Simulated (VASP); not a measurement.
Write the native input for VASP 6.6.1 that does the following.

| Property | Result |
| --- | --- |
| Task | electric field gradients |
| Functional | LDA |
| Potentials or basis | VASP PAW LDA potentials, release 64 (Pt, Pb_d) |
| Cutoff | 520 eV |
| k mesh | 9 × 9 × 9 |
| Occupations | fermi-dirac, width 0.03 eV |
| Spin | no spin polarisation |
| Dipole correction | no |
| Further INCAR settings | ALGO = Normal; EDIFF = 1e-08; NBANDS = 30 |

The structure of Pt3Pb lies in POSCAR:

```
Pt3Pb
1.0
    4.0580000000      0.0000000000      0.0000000000
    0.0000000000      4.0580000000      0.0000000000
    0.0000000000      0.0000000000      4.0580000000
Pt Pb
3 1
Direct
    0.0000000000      0.5000000000      0.5000000000
    0.5000000000      0.0000000000      0.5000000000
    0.5000000000      0.5000000000      0.0000000000
    0.0000000000      0.0000000000      0.0000000000
```

These files were run (other wordings do the same):

INCAR

```
SYSTEM = Pt3Pb
ALGO = Normal
EDIFF = 1E-8
ENCUT = 520
GGA = CA
ISIF = 2
ISMEAR = -1
LASPH = .True.
LCHARG = .False.
LEFG = .True.
LREAL = .False.
LWAVE = .False.
NBANDS = 30
NELM = 60
PREC = Accurate
SIGMA = 0.03
```

KPOINTS

```
k-points
0
Gamma
  9 9 9
  0 0 0
```

Potentials or basis: VASP PAW LDA potentials, release 64 (Pt, Pb_d).

Run with:

```console
$ cat potpaw_LDA.64/Pt/POTCAR potpaw_LDA.64/Pb_d/POTCAR > POTCAR
$ mpirun -np 1 vasp_std > vasp.out
```

It gave:

- Pressure: -2.3 GPa
- Band gap on the k mesh: zero (bands 22 and 23 overlap by 0.37 eV)
- Largest electric field gradient by atom: Pt -147.3; Pb +0.0 V/Å²

Caveat: without QUAD_EFG the Cq values of the log hold for a quadrupole moment of 1 mb, not for the nuclei; spin-orbit coupling is left out, which moves the levels of the heavy elements.

It took 42 s on 1 thread of AMD EPYC 7R13 Processor (Zen 3), with other jobs on the host, peak memory 0.16 GiB.
